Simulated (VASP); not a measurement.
# Ir (Fm-3m) in VASP: further runs

Ir is run at these levels: PBEsol; tasks: single point.

Everything below comes from runs of VASP 6.6.1. Logs are shortened: lines on timing, memory, paths and dates and some standing lists are left out, and cuts for length are marked.

## Step 1: The cell of the first run

It takes space group Fm-3m (No. 225, cubic). The conventional cell has a = 3.814 Å, b = 3.814 Å, c = 3.814 Å, α = 90.00°, β = 90.00°, γ = 90.00°. Ir (site symmetry m-3m) has 12 Ir at 2.70 Å within 3.6 Å.

## Step 2: Single point, PBEsol (volume scaled by 0.98)

INCAR reads:

```
PREC = Accurate
ENCUT = 500
EDIFF = 1E-6
ISMEAR = -1
SIGMA = 0.05
LREAL = False
LASPH = True
NELM = 120
ALGO = Normal
ISIF = 2
LWAVE = False
LCHARG = True
GGA = PS
LELF = True
LVHAR = True
NBANDS = 10
GGA_COMPAT = False
```

KPOINTS reads:

```
Automatic mesh
0
Gamma
  15 15 15
```

POSCAR reads:

```
Ir
1.0
    0.0000000000      1.9068157192      1.9068157192
    1.9068157192      0.0000000000      1.9068157192
    1.9068157192      1.9068157192      0.0000000000
Ir
1
Direct
    0.0000000000      0.0000000000      0.0000000000
```

Potentials or basis: VASP PAW PBE potentials, release 64 (Ir).

Command:

```bash
> cat potpaw_PBE.64/Ir/POTCAR > POTCAR
> mpirun -np 1 vasp_std > vasp.out
```

OUTCAR:

```text
PREC = Accurate
   ENCUT = 500
   EDIFF = 1E-6
   ISMEAR = -1
   LREAL = False
   LASPH = True
   NELM = 120
   ISIF = 2
   GGA = PS

 ion  position               nearest neighbor table
   1  0.000  0.000  0.000-

  LATTYP: Found a face centered cubic cell.
 ALAT       =     3.8136314384

  Lattice vectors:

 A1 = (   0.0000000000,   1.9068157192,   1.9068157192)
 A2 = (   1.9068157192,   0.0000000000,   1.9068157192)
 A3 = (   1.9068157192,   1.9068157192,   0.0000000000)

Analysis of symmetry for initial positions (statically):
=====================================================================
 Subroutine PRICEL returns:
 Original cell was already a primitive cell.

 Routine SETGRP: Setting up the symmetry group for a
 face centered cubic supercell.

 Subroutine GETGRP returns: Found 48 space group operations
 (whereof 48 operations were pure point group operations)
 out of a pool of 48 trial point group operations.

The static configuration has the point symmetry O_h .

Analysis of symmetry for dynamics (positions and initial velocities):
=====================================================================
 Subroutine PRICEL returns:
 Original cell was already a primitive cell.

 Routine SETGRP: Setting up the symmetry group for a
 face centered cubic supercell.

 Subroutine GETGRP returns: Found 48 space group operations
 (whereof 48 operations were pure point group operations)
 out of a pool of 48 trial point group operations.

The dynamic configuration has the point symmetry O_h .

 Subroutine INISYM returns: Found 48 space group operations
 (whereof 48 operations are pure point group operations),
 and found     1 'primitive' translations

----------------------------------------------------------------------------------------

                                     Primitive cell

  volume of cell :      13.8662

  direct lattice vectors                    reciprocal lattice vectors
     0.000000000  1.906815719  1.906815719    -0.262217264  0.262217264  0.262217264
     1.906815719  0.000000000  1.906815719     0.262217264 -0.262217264  0.262217264
     1.906815719  1.906815719  0.000000000     0.262217264  0.262217264 -0.262217264

  length of vectors
     2.696644651  2.696644651  2.696644651     0.454173623  0.454173623  0.454173623

[... 72 lines left out ...]
   ISPIN  =      1    spin polarized calculation?
   LNONCOLLINEAR =      F non collinear calculations
   LSORBIT =      F    spin-orbit coupling
   LASPH  =      T    aspherical Exc in radial PAW
   ENCUT  =  500.0 eV  36.75 Ry    6.06 a.u.   4.92  4.92  4.92*2*pi/ulx,y,z
   NELM   =    120;   NELMIN=  2; NELMDL= -5     # of ELM steps
   EDIFF  = 0.1E-05   stopping-criterion for ELM
   LREAL  =      F    real-space projection
   EDIFFG = 0.1E-04   stopping-criterion for IOM
   NSW    =      0    number of steps for IOM
   IBRION =     -1    ionic relax: 0-MD 1-quasi-New 2-CG
   NFREE  =      0    steps in history (QN), initial steepest desc. (CG)
   ISIF   =      2    stress and relaxation
   ISYM   =      2    0-nonsym 1-usesym 2-fastsym
   POTIM  = 0.5000    time-step for ionic-motion
   TEBEG  =    0.0;   TEEND  =   0.0 temperature during run
   PSTRESS=    0.0 pullay stress
   NELECT =       9.0000    total number of electrons
   NUPDOWN=      -1.0000    fix difference up-down
   EMIN   =  10.00;   EMAX   =-10.00  energy-range for DOS
   EFERMI =   0.00;   METHOD = LEGACY
   ISMEAR =    -1;   SIGMA  =   0.05  broadening in eV -4-tet -1-fermi 0-gaus
   EFERMI_NEDOS =   21; number of points for ismear=-14 and -15
   IALGO  =     38    algorithm
   IMIX   =      4    mixing-type and parameters
     AMIX     =   0.40;   BMIX     =  1.00
     AMIX_MAG =   1.60;   BMIX_MAG =  1.00
  volume/ion in A,a.u.               =      13.87        93.57
  Fermi-wavevector in a.u.,A,eV,Ry     =   1.417437  2.678567 27.335822  2.009126
  Thomas-Fermi vector in A             =   2.538667
   LORBIT       =      0    0 simple, 1 ext, 2 COOP (PROOUT), +10 PAW based schemes
   GGA     = PS    functional components
   LHFCALC =     F    Hartree Fock is set to
   AEXX    =    0.0000 exact exchange contribution
   IVDW    =     0    specifies the selected vdW correction
   LEPSILON=     F    determine dielectric tensor
   LRPA    =     F    only Hartree local field effects (RPA)
 non-spin polarized calculation
  energy-cutoff  :      500.00
  volume of cell :       13.87
 maximum number of plane-waves:       361
   NGX =  9   NGY =  9   NGZ =  9

 number of electron       9.0000001 magnetization

 Free energy of the ion-electron system (eV)
  ---------------------------------------------------
  ext. energy  EPLUGINS =         0.00000000
  ---------------------------------------------------
  free energy    TOTEN  =        -9.82506465 eV

  energy without entropy =       -9.81722774  energy(sigma->0) =       -9.82114619

 E-fermi :  10.6558     XC(G=0): -14.2200

 val. band max:       10.6356821626   @ k =  -0.4000   0.4667   0.0667
 cond. band min:      10.6577538345   @ k =  -0.3333   0.2667   0.0667
 fundamental gap:      0.0220716720
 Fermi energy:        10.6558453305

 k-point     1 :       0.0000    0.0000    0.0000
  band No.  band energies     occupation
      1      -0.8108      2.00000
      2       6.5721      2.00000
      3       6.5721      2.00000
      4       6.5721      2.00000
      5       9.3756      2.00000
      6       9.3756      2.00000
      7      24.8762      0.00000
      8      30.5709      0.00000
      9      30.5709      0.00000
     10      30.5709      0.00000
[... 287 lines left out ...]
 k-point    24 :       0.2000    0.1333    0.0000
  band No.  band energies     occupation
      1       0.8740      2.00000
      2       5.4832      2.00000
      3       7.3807      2.00000
      4       7.4818      2.00000
      5       8.3104      2.00000
      6       9.8580      2.00000
      7      27.6582      0.00000
      8      27.7688      0.00000
      9      30.9415      0.00000
     10      31.4666      0.00000

 [... further k-points ...]
[... 5 lines left out ...]
  --------------------------------------------------------------------------------------
  -------------------------------------------------------------------------------------
  Total        0.5379435      0.5379435      0.5379435     -0.0000000      0.0000000     -0.0000000
  in kB       62.1571537     62.1571537     62.1571537     -0.0000000      0.0000000     -0.0000000
  external PRESSURE =      62.1571537 kB  Pullay stress =       0.0000000 kB

 VOLUME and BASIS-vectors are now :
 -----------------------------------------------------------------------------
  energy-cutoff  :      500.00
  volume of cell :       13.87
      direct lattice vectors                 reciprocal lattice vectors
     0.000000000  1.906815719  1.906815719    -0.262217264  0.262217264  0.262217264
     1.906815719  0.000000000  1.906815719     0.262217264 -0.262217264  0.262217264
     1.906815719  1.906815719  0.000000000     0.262217264  0.262217264 -0.262217264

 POSITION                                       TOTAL-FORCE (eV/Angst)
 -----------------------------------------------------------------------------------
      0.00000      0.00000      0.00000         0.000000      0.000000     -0.000000
 -----------------------------------------------------------------------------------
    total drift:                                0.000000      0.000000     -0.000000

  FREE ENERGIE OF THE ION-ELECTRON SYSTEM (eV)
  ---------------------------------------------------
  free  energy   TOTEN  =        -9.8250646473 eV

  energy  without entropy=       -9.8172277393  energy(sigma->0) =       -9.82114619
```

stdout:

```text
POSCAR found type information on POSCAR Ir
 POSCAR found :  1 types and       1 ions
 scaLAPACK will be used
 -----------------------------------------------------------------------------
|                                                                             |
|                                                                             |
|     You enforced a specific xc type in the INCAR file but a different       |
|     I HOPE YOU KNOW WHAT YOU ARE DOING!                                     |
|                                                                             |
 -----------------------------------------------------------------------------

 LDA part: xc-table for (Slater+PW92), standard interpolation
 POSCAR, INCAR and KPOINTS ok, starting setup
 FFT: planning ... GRIDC
 FFT: planning ... GRID_SOFT
 FFT: planning ... GRID
 WAVECAR not read
 entering main loop
```

It took 22 s on 1 thread of Intel Xeon 8259CL, shared host; peak memory 0.14 GiB.

What came out:

```
Free energy : -9.8251 eV
Pressure    : 6.2 GPa
```

Caveat: the PAW data sets were made with another functional, which shifts forces and pressure a little; spin-orbit coupling is left out, which moves the levels of the heavy elements.

## Step 3: Single point, PBEsol (volume scaled by 0.98)

INCAR reads:

```
SYSTEM = Ir
PREC = Accurate
ENCUT = 500
EDIFF = 1E-6
ISMEAR = -1
SIGMA = 0.05
LREAL = .False.
LASPH = .True.
NELM = 120
ALGO = Normal
ISIF = 2
LWAVE = .False.
LCHARG = .False.
GGA = PS
NBANDS = 10
GGA_COMPAT = .False.
```

KPOINTS reads:

```
Automatic mesh
0
Gamma
  15 15 15
  0 0 0
```

POSCAR is that of step 2.

Potentials or basis: VASP PAW PBE potentials, release 64 (Ir).

Command:

```bash
> cat potpaw_PBE.64/Ir/POTCAR > POTCAR
> mpirun -np 1 vasp_std > vasp.out
```

Run time: 21 s. Hardware: 1 thread of Intel Xeon 8259CL, shared host; peak memory 0.14 GiB.

Results (log left out):

```
Free energy : -9.8251 eV
Pressure    : 6.2 GPa
```

Levels at points of the mesh, in eV from the Fermi level:
```csv
k point,band 1,band 2,band 3,band 4,band 5,band 6,band 7,band 8
"(0.00, 0.00, 0.00)",-11.47,-4.08,-4.08,-4.08,-1.28,-1.28,14.22,19.92
```

Caveat: the PAW data sets were made with another functional, which shifts forces and pressure a little; spin-orbit coupling is left out, which moves the levels of the heavy elements.

## Step 4: Single point, PBEsol (volume scaled by 1.01)

INCAR reads:

```
ALGO = Normal
EDIFF = 1E-6
ENCUT = 500
GGA = PS
GGA_COMPAT = False
ISIF = 2
ISMEAR = -1
LASPH = True
LCHARG = False
LREAL = False
LWAVE = False
NBANDS = 10
NELM = 120
PREC = Accurate
SIGMA = 0.05
```

KPOINTS reads:

```
k-points
0
Gamma
  15 15 15
```

POSCAR reads:

```
Ir
1.0
    0.0000000000      1.9260777877      1.9260777877
    1.9260777877      0.0000000000      1.9260777877
    1.9260777877      1.9260777877      0.0000000000
Ir
1
Direct
    0.0000000000      0.0000000000      0.0000000000
```

Command:

```bash
> cat potpaw_PBE.64/Ir/POTCAR > POTCAR
> mpirun -np 1 vasp_std > vasp.out
```

Run time: 22 s. Hardware: 1 thread of Intel Xeon 8259CL, shared host; peak memory 0.14 GiB.

It converged, with:

```
Free energy : -9.8257 eV
Pressure    : -5.6 GPa
```

Levels at points of the mesh, in eV from the Fermi level:
```csv
k point,band 1,band 2,band 3,band 4,band 5,band 6,band 7,band 8,band 9
"(0.00, 0.00, 0.00)",-11.13,-3.89,-3.89,-3.89,-1.22,-1.22,14.29,19.80,19.80
```

Caveat: the PAW data sets were made with another functional, which shifts forces and pressure a little; spin-orbit coupling is left out, which moves the levels of the heavy elements.
